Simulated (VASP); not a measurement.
A run of VASP 6.6.1:

Contents of INCAR:

```
SYSTEM = AlN
PREC     = Accurate       ! precision mode
ENCUT    = 520            ! plane-wave cutoff, eV
EDIFF    = 1E-6           ! SCF threshold, eV
ISMEAR   = 0              ! smearing method
SIGMA    = 0.05           ! smearing width, eV
LREAL    = .False.        ! projectors in reciprocal space
LASPH    = .True.         ! aspherical terms in the spheres
NELM     = 60             ! most SCF steps
ALGO     = Normal         ! electronic algorithm
ISIF     = 2              ! what is computed and relaxed
LWAVE    = .False.        ! write WAVECAR
LCHARG   = .False.        ! write CHGCAR
GGA      = PE             ! functional
NBANDS   = 11             ! bands
```

KPOINTS

```
Automatic mesh
0
Gamma
  10 10 10
  0 0 0
```

POSCAR

```
AlN
1.0
   -0.1537378754      1.8762516765      1.8762516765
    1.8762516765     -0.1537378754      1.8762516765
    1.8762516765      1.8762516765     -0.1537378754
Al N
1 1
Direct
    0.5000000000      0.5000000000      0.5000000000
    0.0000000000      0.0000000000      0.0000000000
```

Potentials or basis: VASP PAW PBE potentials, release 64 (Al, N).

Launch:

```console
$ cat potpaw_PBE.64/Al/POTCAR potpaw_PBE.64/N/POTCAR > POTCAR
$ mpirun -np 1 vasp_std > vasp.out
```

Hardware: 1 thread of Intel Xeon 8259CL (shared host).

Question: How long does it take, and how much memory?

Answer: Run time: 31 s on 1 thread of Intel Xeon 8259CL, with other jobs on the host, peak memory 0.13 GiB. Counts: scf iterations 12, k points 116.
